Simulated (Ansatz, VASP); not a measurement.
**One calculation of MnO, two programs**

POSCAR

```
MnO
1.0
    0.0000000000      2.2386359976      2.2386359976
    2.2386359976      0.0000000000      2.2386359976
    2.2386359976      2.2386359976      0.0000000000
Mn O
1 1
Direct
    0.0000000000      0.0000000000      0.0000000000
    0.5000000000      0.5000000000      0.5000000000
```

File INCAR.step1:

```
SYSTEM = MnO
ALGO = Normal ; EDIFF = 1E-5
ENCUT = 520 ; GGA = PE
ISIF = 2 ; ISMEAR = -1
ISPIN = 2 ; LASPH = .True.
LCHARG = .False. ; LMAXMIX = 4
LORBIT = 11 ; LREAL = .False.
LWAVE = .True. ; MAGMOM = 4 0
NBANDS = 20 ; NELM = 150
PREC = Accurate ; SIGMA = 0.05
```

File INCAR.step2:

```
SYSTEM = MnO
AEXX = 0.2 ; AGGAC = 0.81
AGGAX = 0.72 ; ALDAC = 0.19
ALGO = Normal ; EDIFF = 1E-6
ENCUT = 520 ; GGA = B5
ISIF = 2 ; ISMEAR = -1
ISPIN = 2 ; ISTART = 1
LASPH = .True. ; LCHARG = .False.
LHFCALC = .True. ; LMAXMIX = 4
LORBIT = 11 ; LREAL = .False.
LWAVE = .False. ; MAGMOM = 4 0
NBANDS = 20 ; NELM = 150
PREC = Accurate ; PRECFOCK = Normal
SIGMA = 0.05
```

File KPOINTS:

```
k-points
0
Gamma
  5 5 5
  0 0 0
```

The input input.yaml:

```yaml
crystal:
  lattice:
    - [0.0, 2.2386359976, 2.2386359976]
    - [2.2386359976, 0.0, 2.2386359976]
    - [2.2386359976, 2.2386359976, 0.0]
  atoms:
    - { symbol: Mn, position: [0.0, 0.0, 0.0], spin: 4.0 }
    - { symbol: O, position: [0.5, 0.5, 0.5] }
hamiltonian:
  xc: b3lyp5
  pseudopotentials: { kind: paw }
magnetization:
  spin_polarized: true
kpoints:
  mp_grid: { grid: [5, 5, 5] }
scf:
  occupations: { method: fermi_dirac, width: 0.05 }
output:
  forces: true
  stress: true
  eigenvalues: true
  write_density: true
  write_potential: true
  elf: true
  volumetric_format: npy
```

Alike in both runs: task single point; functional B3LYP5; k mesh 5 × 5 × 5; occupations fermi-dirac, width 0.05 eV; collinear spin.

```csv
,VASP,Ansatz
version,VASP 6.6.1,Ansatz 0.2.0
potentials or method,"VASP PAW PBE potentials, release 64 (Mn_pv, O)",Ansatz PAW
plane-wave cutoff (eV),520,420
valence electrons in the cell,19,21
```

VASP gave:

```
gap on the k mesh at the Fermi level (eV)                     : 2.06
least direct gap on the mesh (eV)                             : 4.52
pressure (GPa)                                                : 2.5
net moment per atom (μB)                                      : 2.50
size of the moment on the site where the two differ most (μB) : 4.56
```

**Question.** What did Ansatz give for the same quantities?

**Answer.** gap on the k mesh at the Fermi level (eV): 2.00; least direct gap on the mesh (eV): 4.51; pressure (GPa): 2.2; net moment per atom (μB): 2.50; size of the moment on the site where the two differ most (μB): 4.30.

VASP's potentials were made for PBE, not for B3LYP5. Site moments also hang on the region over which each program counts them. VASP's potentials hold 19 valence electrons a cell and Ansatz's 21, so a difference there can come from the potentials and not from the codes.

The k mesh is coarse, so the values compare programs but aren't converged. Noted on Ansatz's run: the magnetic or orbital state may not be the lowest; odd divisions of the mesh miss points on the zone boundary, where band edges often lie, so the gap on the mesh can be too wide.
